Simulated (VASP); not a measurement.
Something may be wrong with this VASP 6.6.1 calculation of TiPt3.

The input INCAR:

```
GGA = PE ; LSORBIT = T
MAGMOM = 0 0 0 0 0 0 0 0 0 0 0 0 ; LORBIT = 11
ISMEAR = -5 ; SIGMA = 0.07
LWAVE = F ; LCHARG = F
NBANDS = 70 ; PREC = Accurate
LASPH = T ; LREAL = F
ALGO = Normal ; EDIFF = 1E-6
NELM = 74 ; GGA_COMPAT = F
ENCUT = 320 ; LMAXMIX = 4
```

The input KPOINTS:

```
Automatic mesh
0
Gamma
  1 1 1
  0 0 0
```

KPOINTS_OPT

```
path GXMGRX,MR
12
line-mode
reciprocal
 0.0000000000  0.0000000000  0.0000000000  G
 0.0000000000  0.5000000000  0.0000000000  X

 0.0000000000  0.5000000000  0.0000000000  X
 0.5000000000  0.5000000000  0.0000000000  M

 0.5000000000  0.5000000000  0.0000000000  M
 0.0000000000  0.0000000000  0.0000000000  G

 0.0000000000  0.0000000000  0.0000000000  G
 0.5000000000  0.5000000000  0.5000000000  R

 0.5000000000  0.5000000000  0.5000000000  R
 0.0000000000  0.5000000000  0.0000000000  X

 0.5000000000  0.5000000000  0.0000000000  M
 0.5000000000  0.5000000000  0.5000000000  R
```

POSCAR

```
TiPt3
1.0
    3.8970000000      0.0000000000      0.0000000000
    0.0000000000      3.8970000000      0.0000000000
    0.0000000000      0.0000000000      3.8970000000
Pt Ti
3 1
Direct
    0.5000000000      0.5000000000      0.0000000000
    0.5000000000      0.0000000000      0.5000000000
    0.0000000000      0.5000000000      0.5000000000
    0.0000000000      0.0000000000      0.0000000000
```

Potentials or basis: VASP PAW PBE potentials, release 64 (Pt, Ti_sv).

The run is started by

```console
$ cat potpaw_PBE.64/Pt/POTCAR potpaw_PBE.64/Ti_sv/POTCAR > POTCAR
$ mpirun -np 4 vasp_ncl > vasp.out
```

OUTCAR:

```text
GGA = PE
   LSORBIT = T
   LORBIT = 11
   ISMEAR = -5
   PREC = Accurate
   LASPH = T
   LREAL = F
   EDIFF = 1E-6
   NELM = 74
   ENCUT = 320

|       ---->  I REFUSE TO CONTINUE WITH THIS SICK JOB ... BYE!!! <----       |
|                                                                             |
 -----------------------------------------------------------------------------
```

On the terminal:

```text
POSCAR found type information on POSCAR PtTi
 POSCAR found :  2 types and       4 ions
 scaLAPACK will be used
 LDA part: xc-table for (Slater+PW92), standard interpolation
[... 15 lines left out ...]

1
1
1
1
```

Question: What happened, and what is wrong with the input?

Answer: The program refused the input. The input holds a flaw that was put in on purpose: tetrahedra on too few k points (ISMEAR = -5; KPAR = left out; k = 1 × 1 × 1).
